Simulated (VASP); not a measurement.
Here is a VASP 6.6.1 calculation.

The input POSCAR:

```
Hg
1.0
   -2.0049742013      2.0049742013      1.9204901560
    2.0049742013     -2.0049742013      1.9204901560
    2.0049742013      2.0049742013     -1.9204901560
Hg
1
Direct
    0.0000000000      0.0000000000      0.0000000000
```

File INCAR.step1:

```
SYSTEM = Hg
PREC     = Accurate       ! precision mode
ENCUT    = 520            ! plane-wave cutoff, eV
ISMEAR   = 0              ! smearing method
SIGMA    = 0.15           ! smearing width, eV
LREAL    = .False.        ! projectors in reciprocal space
LASPH    = .True.         ! aspherical terms in the spheres
NELM     = 100            ! most SCF steps
NBANDS   = 12             ! bands
GGA      = PE             ! functional
ALGO     = Normal         ! electronic algorithm
EDIFF    = 1E-4           ! SCF threshold, eV
LWAVE    = .True.         ! write WAVECAR
LCHARG   = .False.        ! write CHGCAR
```

INCAR.step2

```
SYSTEM = Hg
PREC     = Accurate       ! precision mode
ENCUT    = 520            ! plane-wave cutoff, eV
EDIFF    = 1E-6           ! SCF threshold, eV
ISMEAR   = 0              ! smearing method
SIGMA    = 0.15           ! smearing width, eV
LREAL    = .False.        ! projectors in reciprocal space
LASPH    = .True.         ! aspherical terms in the spheres
NELM     = 100            ! most SCF steps
ALGO     = Normal         ! electronic algorithm
ISIF     = 2              ! what is computed and relaxed
LWAVE    = .False.        ! write WAVECAR
LCHARG   = .False.        ! write CHGCAR
METAGGA  = R2SCAN         ! meta-GGA
LMIXTAU  = .True.       
NBANDS   = 12             ! bands
ISTART   = 1
```

File KPOINTS:

```
Automatic mesh
0
Gamma
  20 20 20
  0 0 0
```

Potentials or basis: VASP PAW PBE potentials, release 64 (Hg).

Launch:

```bash
$ cat potpaw_PBE.64/Hg/POTCAR > POTCAR
$ cp INCAR.step1 INCAR
$ mpirun -np 1 vasp_std > vasp.out
$ cp INCAR.step2 INCAR
$ mpirun -np 1 vasp_std > vasp.out
```

(1) Predict the band gap on the k mesh.

(2) Predict the pressure.

Answers

(1) zero (bands 6 and 7 overlap by 1.68 eV).

(2) -1.4 GPa.

Caveat: the PAW data sets were made with another functional, which shifts forces and pressure a little; spin-orbit coupling is left out, which moves the levels of the heavy elements.
